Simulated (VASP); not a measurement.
Runs of VASP 6.6.1 on TePb. The structure is that of space group Fm-3m (No. 225), or close to it. The cells are those of the table. 

| cell | gap on the mesh (eV) | pressure (GPa) |
| --- | --- | --- |
| a = 4.476 Å, angles 60.0°, 2 atoms | 2.72 | (b) |
| a = 4.539 Å, angles 60.0°, 2 atoms | 2.86 | (c) |
| a = 4.508 Å, angles 60.0°, 2 atoms | 2.79 | 5.4 |
| a = 4.569 Å, angles 60.0°, 2 atoms | 2.92 | (a) |

Alike in all rows: potentials or basis VASP PAW PBE potentials, release 64 (Pb_d, Te); no spin polarisation.

Fill in the values left out.

(a) 3.0; (b) 6.8; (c) 4.2.

Caveats: all runs use coarse meshes; the PAW data sets were made with another functional, which shifts forces and pressure a little; spin-orbit coupling is left out, which moves the levels of the heavy elements.

A k mesh can miss the band edges, and the runs leave out spin-orbit coupling on Pb, Te.
